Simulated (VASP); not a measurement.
BiTe, 2 atoms in the cell. Symmetry: Fm-3m, No. 225, cubic system. The conventional cell has a = 6.597 Å, b = 6.597 Å, c = 6.597 Å, α = 90.00°, β = 90.00°, γ = 90.00°. Within 4.3 Å of Bi (site symmetry m-3m) lie 6 Te at 3.30 Å. Te (site symmetry m-3m) has 6 Bi at 3.30 Å within 4.3 Å. 

```yaml
Program: VASP 6.6.1
Task: single point
Functional: PBE exchange alone
Potentials_or_basis: VASP PAW PBE potentials, release 64 (Bi_d, Te)
Cutoff: 520 eV
k_mesh: 5 × 5 × 5
Occupations: fermi-dirac, width 0.05 eV
Spin: non-collinear spin, zero start, spin-orbit coupling
Starting_moments: "[[0.0, 0.0, 0.0], [0.0, 0.0, 0.0]] μB"
Dipole_correction: no
Further_INCAR_settings: ALGO = Normal; EDIFF = 1e-06; NBANDS = 33
```

Potentials or basis: VASP PAW PBE potentials, release 64 (Bi_d, Te).

The run is started by

```bash
$ cat potpaw_PBE.64/Bi_d/POTCAR potpaw_PBE.64/Te/POTCAR > POTCAR
$ mpirun -np 1 vasp_ncl > vasp.out
```

Hardware: 1 thread of AMD EPYC 9R45 (Zen 5), on a shared host.

**Question.** Estimate the wall time of this run.

**Answer.** It took 45 s on 1 thread of AMD EPYC 9R45 (Zen 5), on a shared host, peak memory 0.35 GiB. Counts: scf iterations 14, k points 10.
